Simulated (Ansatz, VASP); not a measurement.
# Na2H5 in VASP and in Ansatz

```
Na H
1.0
     2.09676   -2.76023    0.00000
     2.09676    2.76023    0.00000
     0.00000    0.00000    7.86227
Na H
2 5
Direct
  0.00000 0.00000 0.83999
  0.50000 0.50000 0.22726
  0.00000 0.50000 0.48384
  0.50000 0.00000 0.48384
  0.24851 0.75149 0.48429
  0.75149 0.24851 0.48429
  0.00000 0.00000 0.13466
```

Alike in both runs: functional PBE; k mesh 6 × 6 × 2; occupations gaussian, width 0.1 eV; no spin polarisation.

Ansatz relaxed the structure, and its values are those at the end. VASP's run is a single point on that final structure, the one shown.

|  | VASP | Ansatz |
| --- | --- | --- |
| version | VASP 6.6.1 | Ansatz 0.2.0 |
| potentials or method | VASP PAW PBE potentials, release 64 (Na_pv, H), cutoff 520 eV | scalar-relativistic, plane waves, PAW |
| valence electrons in the cell | 19 | 23 |

Ansatz gave:

```
gap on the k mesh at the Fermi level (eV) : none
pressure (GPa)                            : 0.0
```

Question: Estimate VASP's values.

Answer: gap on the k mesh at the Fermi level (eV): none; pressure (GPa): -0.1.

A gap of «none» marks a metal or a gap that the smearing closes. VASP's potentials hold 19 valence electrons a cell and Ansatz's 23, so a difference there can come from the potentials and not from the codes.

The k mesh is coarse, so the values compare programs but aren't converged.
